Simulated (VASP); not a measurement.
Wanted: the native input for a VASP 6.6.1 run.

```
Task                   : single point
Functional             : PBEsol
Potentials or basis    : VASP PAW PBE potentials, release 64 (Re)
Cutoff                 : 520 eV
k mesh                 : 15 × 15 × 15
Occupations            : fermi-dirac, width 0.136057 eV
Spin                   : no spin polarisation
Dipole correction      : no
Further INCAR settings : ALGO = Normal; EDIFF = 1e-06; NBANDS = 10
```

The structure of Re lies in POSCAR:

```
Re
1.0
   -1.5424187549      1.5424187549      1.5424187549
    1.5424187549     -1.5424187549      1.5424187549
    1.5424187549      1.5424187549     -1.5424187549
Re
1
Direct
    0.0000000000      0.0000000000      0.0000000000
```

These files were run (other wordings do the same):

INCAR

```
PREC     = Accurate       # precision mode
ENCUT    = 520            # plane-wave cutoff, eV
EDIFF    = 1E-6           # SCF threshold, eV
ISMEAR   = -1             # smearing method
SIGMA    = 0.13605693000000002 # smearing width, eV
LREAL    = False          # projectors in reciprocal space
LASPH    = True           # aspherical terms in the spheres
NELM     = 80             # most SCF steps
ALGO     = Normal         # electronic algorithm
ISIF     = 2              # what is computed and relaxed
LWAVE    = False          # write WAVECAR
LCHARG   = False          # write CHGCAR
GGA      = PS             # functional
NBANDS   = 10             # bands
```

KPOINTS

```
Automatic mesh
0
Gamma
  15 15 15
```

Potentials or basis: VASP PAW PBE potentials, release 64 (Re).

Launch:

```bash
$ cat potpaw_PBE.64/Re/POTCAR > POTCAR
$ mpirun -np 1 vasp_std > vasp.out
```

Results of the run:

| Quantity | Value |
| --- | --- |
| Pressure | 0.8 GPa |

Caveat: the PAW data sets were made with another functional, which shifts forces and pressure a little.

Wall time 6.6 s on 1 thread of Intel(R) Xeon(R) 6975P-C (Granite Rapids), with other jobs on the host, peak memory 0.13 GiB.
